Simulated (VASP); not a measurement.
# K (Pm-3n) in VASP: single point with BLYP

Aim: the single point of K with BLYP.

Program: VASP 6.6.1. These are calculated values, not measurements. Logs are shortened: lines on timing, memory, paths and dates and some standing lists are left out, and cuts for length are marked.

## Step 1: The cell of the first run

It takes space group Pm-3n (No. 223, cubic). The conventional cell has a = 8.505 Å, b = 8.505 Å, c = 8.505 Å, α = 90.00°, β = 90.00°, γ = 90.00°. Within 5.6 Å of K (site symmetry -4m2) lie 14 K at 4.25 to 5.21 Å.

## Step 2: Single point, BLYP

Input file INCAR:

```
PREC = Accurate
ENCUT = 520
EDIFF = 1E-7
ISMEAR = -1
SIGMA = 0.1
LREAL = False
LASPH = True
NELM = 60
ALGO = Normal
ISIF = 2
LWAVE = False
LCHARG = True
GGA = B5
ALDAX = 1.0
AGGAX = 1.0
AGGAC = 1.0
ALDAC = 0.0
LELF = True
LVHAR = True
NBANDS = 46
```

Input file KPOINTS:

```
regular mesh
0
Gamma
  4 4 4
```

Input file POSCAR:

```
K
1.0
    8.5045683304      0.0000000000      0.0000000000
    0.0000000000      8.5045683304      0.0000000000
    0.0000000000      0.0000000000      8.5045683304
K
8
Direct
    1.0000000000      1.0000000000      1.0000000000
    0.5000000000      0.5000000000      0.5000000000
    0.2500000000      1.0000000000      0.5000000000
    0.7500000000      0.0000000000      0.5000000000
    0.5000000000      0.2500000000      1.0000000000
    0.5000000000      0.7500000000      0.0000000000
    1.0000000000      0.5000000000      0.2500000000
    1.0000000000      0.5000000000      0.7500000000
```

Potentials or basis: VASP PAW PBE potentials, release 64 (K_sv).

On the command line:

```bash
> cat potpaw_PBE.64/K_sv/POTCAR > POTCAR
> mpirun -np 1 vasp_std > vasp.out
```

OUTCAR:

```text
PREC = Accurate
   ENCUT = 520
   EDIFF = 1E-7
   ISMEAR = -1
   LREAL = False
   LASPH = True
   NELM = 60
   ISIF = 2
   GGA = B5

 ion  position               nearest neighbor table
   1  0.000  0.000  0.000-
   2  0.500  0.500  0.500-
   3  0.250  0.000  0.500-
   4  0.750  0.000  0.500-
   5  0.500  0.250  0.000-
   6  0.500  0.750  0.000-
   7  0.000  0.500  0.250-
   8  0.000  0.500  0.750-

  LATTYP: Found a simple cubic cell.
 ALAT       =     8.5045683304

  Lattice vectors:

 A1 = (   8.5045683304,   0.0000000000,   0.0000000000)
 A2 = (   0.0000000000,   8.5045683304,   0.0000000000)
 A3 = (   0.0000000000,   0.0000000000,   8.5045683304)

Analysis of symmetry for initial positions (statically):
=====================================================================
 Subroutine PRICEL returns:
 Original cell was already a primitive cell.

 Routine SETGRP: Setting up the symmetry group for a
 simple cubic supercell.

 Subroutine GETGRP returns: Found 48 space group operations
 (whereof 24 operations were pure point group operations)
 out of a pool of 48 trial point group operations.

The static configuration has the point symmetry T_h .
 The point group associated with its full space group is O_h .

Analysis of symmetry for dynamics (positions and initial velocities):
=====================================================================
 Subroutine PRICEL returns:
 Original cell was already a primitive cell.

 Routine SETGRP: Setting up the symmetry group for a
 simple cubic supercell.

 Subroutine GETGRP returns: Found 48 space group operations
 (whereof 24 operations were pure point group operations)
 out of a pool of 48 trial point group operations.

The dynamic configuration has the point symmetry T_h .
 The point group associated with its full space group is O_h .

 Subroutine INISYM returns: Found 48 space group operations
 (whereof 24 operations are pure point group operations),
 and found     1 'primitive' translations

----------------------------------------------------------------------------------------

                                     Primitive cell

  volume of cell :     615.1157

  direct lattice vectors                    reciprocal lattice vectors
     8.504568330  0.000000000  0.000000000     0.117583863  0.000000000  0.000000000
     0.000000000  8.504568330  0.000000000     0.000000000  0.117583863  0.000000000
     0.000000000  0.000000000  8.504568330     0.000000000  0.000000000  0.117583863

  length of vectors
     8.504568330  8.504568330  8.504568330     0.117583863  0.117583863  0.117583863

  position of ions in fractional coordinates (direct lattice)
     0.000000000  0.000000000  0.000000000
     0.500000000  0.500000000  0.500000000
     0.250000000  0.000000000  0.500000000
     0.750000000  0.000000000  0.500000000
     0.500000000  0.250000000  0.000000000
     0.500000000  0.750000000  0.000000000
     0.000000000  0.500000000  0.250000000
     0.000000000  0.500000000  0.750000000

  ion indices of the primitive-cell ions
   primitive index   ion index
                 1           1
                 2           2
                 3           3
                 4           4
                 5           5
                 6           6
                 7           7
                 8           8

----------------------------------------------------------------------------------------

 KPOINTS: regular mesh

Automatic generation of k-mesh.
 Grid dimensions read from file:
 generate k-points for:    4    4    4

 Generating k-lattice:

  Cartesian coordinates                     Fractional coordinates (reciprocal lattice)
     0.029395966  0.000000000  0.000000000     0.250000000  0.000000000  0.000000000
     0.000000000  0.029395966  0.000000000     0.000000000  0.250000000  0.000000000
     0.000000000  0.000000000  0.029395966     0.000000000  0.000000000  0.250000000

  Length of vectors
     0.029395966  0.029395966  0.029395966

  Shift w.r.t. Gamma in fractional coordinates (k-lattice)
     0.000000000  0.000000000  0.000000000

 Subroutine IBZKPT returns following result:
 ===========================================

 Found     10 irreducible k-points:

 Following reciprocal coordinates:
            Coordinates               Weight
  0.000000  0.000000  0.000000      1.000000
  0.250000  0.000000  0.000000      6.000000
  0.500000  0.000000  0.000000      3.000000
  0.250000  0.250000  0.000000     12.000000
  0.500000  0.250000  0.000000     12.000000
  0.500000  0.500000  0.000000      3.000000
  0.250000  0.250000  0.250000      8.000000
  0.500000  0.250000  0.250000     12.000000
  0.500000  0.500000  0.250000      6.000000
  0.500000  0.500000  0.500000      1.000000
   k-points           NKPTS =     10   k-points in BZ     NKDIM =     10   number of bands    NBANDS=     46
   number of dos      NEDOS =    301   number of ions     NIONS =      8
   total plane-waves  NPLWV = 262144
   dimension x,y,z NGX =    64 NGY =   64 NGZ =   64
   dimension x,y,z NGXF=   128 NGYF=  128 NGZF=  128
   ions per type =               8
   NGX,Y,Z   is equivalent  to a cutoff of  12.51, 12.51, 12.51 a.u.
   NGXF,Y,Z  is equivalent  to a cutoff of  25.02, 25.02, 25.02 a.u.
 SYSTEM =  unknown system
   PREC   = accura    normal or accurate (medium, high low for compatibility)
   ISTART =      0    job   : 0-new  1-cont  2-samecut
   ICHARG =      2    charge: 1-file 2-atom 10-const
   ISPIN  =      1    spin polarized calculation?
   LNONCOLLINEAR =      F non collinear calculations
   LSORBIT =      F    spin-orbit coupling
   LASPH  =      T    aspherical Exc in radial PAW
   ENCUT  =  520.0 eV  38.22 Ry    6.18 a.u.  15.81 15.81 15.81*2*pi/ulx,y,z
   NELM   =     60;   NELMIN=  2; NELMDL= -5     # of ELM steps
   EDIFF  = 0.1E-06   stopping-criterion for ELM
   LREAL  =      F    real-space projection
   EDIFFG = 0.1E-05   stopping-criterion for IOM
   NSW    =      0    number of steps for IOM
   IBRION =     -1    ionic relax: 0-MD 1-quasi-New 2-CG
   NFREE  =      0    steps in history (QN), initial steepest desc. (CG)
   ISIF   =      2    stress and relaxation
   ISYM   =      2    0-nonsym 1-usesym 2-fastsym
   POTIM  = 0.5000    time-step for ionic-motion
   TEBEG  =    0.0;   TEEND  =   0.0 temperature during run
   PSTRESS=    0.0 pullay stress
   NELECT =      72.0000    total number of electrons
   NUPDOWN=      -1.0000    fix difference up-down
   EMIN   =  10.00;   EMAX   =-10.00  energy-range for DOS
   EFERMI =   0.00;   METHOD = LEGACY
   ISMEAR =    -1;   SIGMA  =   0.10  broadening in eV -4-tet -1-fermi 0-gaus
   EFERMI_NEDOS =   21; number of points for ismear=-14 and -15
   IALGO  =     38    algorithm
   IMIX   =      4    mixing-type and parameters
     AMIX     =   0.40;   BMIX     =  1.00
     AMIX_MAG =   1.60;   BMIX_MAG =  1.00
  volume/ion in A,a.u.               =      76.89       518.88
  Fermi-wavevector in a.u.,A,eV,Ry     =   0.800817  1.513325  8.725527  0.641308
  Thomas-Fermi vector in A             =   1.908185
   LORBIT       =      0    0 simple, 1 ext, 2 COOP (PROOUT), +10 PAW based schemes
   GGA     = B5    functional components
   LHFCALC =     F    Hartree Fock is set to
   AEXX    =    0.0000 exact exchange contribution
   IVDW    =     0    specifies the selected vdW correction
   LEPSILON=     F    determine dielectric tensor
   LRPA    =     F    only Hartree local field effects (RPA)
 non-spin polarized calculation
  energy-cutoff  :      520.00
  volume of cell :      615.12
 maximum number of plane-waves:     16663
 NGX is ok and might be reduce to    64
   NGX = 31   NGY = 31   NGZ = 31

 number of electron      71.9999985 magnetization

 Free energy of the ion-electron system (eV)
  ---------------------------------------------------
  ext. energy  EPLUGINS =         0.00000000
  ---------------------------------------------------
  free energy    TOTEN  =        -5.67793683 eV

  energy without entropy =       -5.49445504  energy(sigma->0) =       -5.58619594

 E-fermi :   0.2180     XC(G=0):  -5.1553

 val. band max:        0.1586423771   @ k =   0.0000   0.0000   0.0000
 cond. band min:       0.2841656849   @ k =   0.2500   0.0000   0.0000
 fundamental gap:      0.1255233078
 Fermi energy:         0.2180426799

 k-point     1 :       0.0000    0.0000    0.0000
  band No.  band energies     occupation
      1     -32.0863      2.00000
      2     -32.0854      2.00000
      3     -32.0854      2.00000
      4     -32.0806      2.00000
      5     -32.0806      2.00000
      6     -32.0806      2.00000
[... 38 lines left out ...]
     45       1.8674      0.00000
     46       1.9543      0.00000

 k-point     2 :       0.2500    0.0000    0.0000
  band No.  band energies     occupation
      1     -32.0860      2.00000
      2     -32.0854      2.00000
      3     -32.0848      2.00000
      4     -32.0813      2.00000
      5     -32.0806      2.00000
      6     -32.0806      2.00000
[... 38 lines left out ...]
     45       1.9644      0.00000
     46       1.9644      0.00000

 k-point     3 :       0.5000    0.0000    0.0000
  band No.  band energies     occupation
      1     -32.0857      2.00000
      2     -32.0857      2.00000
      3     -32.0831      2.00000
      4     -32.0831      2.00000
      5     -32.0806      2.00000
      6     -32.0806      2.00000
[... 38 lines left out ...]
     45       2.1603      0.00000
     46       2.1628      0.00000

 k-point     4 :       0.2500    0.2500    0.0000
  band No.  band energies     occupation
      1     -32.0858      2.00000
      2     -32.0850      2.00000
      3     -32.0847      2.00000
      4     -32.0814      2.00000
      5     -32.0813      2.00000
      6     -32.0806      2.00000
[... 234 lines left out ...]
     45       2.3034      0.00000
     46       2.3035      0.00000

 k-point     9 :       0.5000    0.5000    0.2500
  band No.  band energies     occupation
      1     -32.0849      2.00000
      2     -32.0833      2.00000
      3     -32.0831      2.00000
      4     -32.0831      2.00000
      5     -32.0829      2.00000
      6     -32.0813      2.00000
[... 38 lines left out ...]
     45       2.5265      0.00000
     46       2.5408      0.00000

 k-point    10 :       0.5000    0.5000    0.5000
  band No.  band energies     occupation
      1     -32.0831      2.00000
      2     -32.0831      2.00000
      3     -32.0831      2.00000
      4     -32.0831      2.00000
      5     -32.0831      2.00000
      6     -32.0831      2.00000
[... 38 lines left out ...]
     45       2.6870      0.00000
     46       2.6871      0.00000

------------------------ aborting loop because EDIFF is reached ----------------------------------------

  FORCE on cell =-STRESS in cart. coord.  units (eV):
  Direction    XX          YY          ZZ          XY          YZ          ZX
  --------------------------------------------------------------------------------------
  -------------------------------------------------------------------------------------
  Total        0.0046674      0.0046674      0.0046674     -0.0000000      0.0000000      0.0000000
  in kB        0.0121572      0.0121572      0.0121572     -0.0000000      0.0000000      0.0000000
  external PRESSURE =       0.0121572 kB  Pullay stress =       0.0000000 kB

 VOLUME and BASIS-vectors are now :
 -----------------------------------------------------------------------------
  energy-cutoff  :      520.00
  volume of cell :      615.12
      direct lattice vectors                 reciprocal lattice vectors
     8.504568330  0.000000000  0.000000000     0.117583863  0.000000000  0.000000000
     0.000000000  8.504568330  0.000000000     0.000000000  0.117583863  0.000000000
     0.000000000  0.000000000  8.504568330     0.000000000  0.000000000  0.117583863

 POSITION                                       TOTAL-FORCE (eV/Angst)
 -----------------------------------------------------------------------------------
      0.00000      0.00000      0.00000         0.000000     -0.000000      0.000000
      4.25228      4.25228      4.25228         0.000000     -0.000000      0.000000
      2.12614      0.00000      4.25228        -0.000000      0.000000      0.000000
      6.37843      0.00000      4.25228         0.000000     -0.000000     -0.000000
      4.25228      2.12614      0.00000         0.000000     -0.000000     -0.000000
      4.25228      6.37843      0.00000         0.000000      0.000000      0.000000
      0.00000      4.25228      2.12614         0.000000     -0.000000     -0.000000
      0.00000      4.25228      6.37843        -0.000000      0.000000      0.000000
 -----------------------------------------------------------------------------------
    total drift:                                0.000000     -0.000000      0.000000

  FREE ENERGIE OF THE ION-ELECTRON SYSTEM (eV)
  ---------------------------------------------------
  free  energy   TOTEN  =        -5.6779368343 eV

  energy  without entropy=       -5.4944550409  energy(sigma->0) =       -5.58619594
```

It took 6.5 min on 1 thread of Intel Xeon Platinum 8259CL at 2.50GHz (Skylake/Cascade Lake), shared host; peak memory 0.62 GiB.

What came out:

```
Free energy            : -5.6779 eV
Pressure               : 0.0 GPa
Band gap on the k mesh : zero (bands 36 and 37 overlap by 0.80 eV)
```

Caveat: the PAW data sets were made with another functional, which shifts forces and pressure a little.
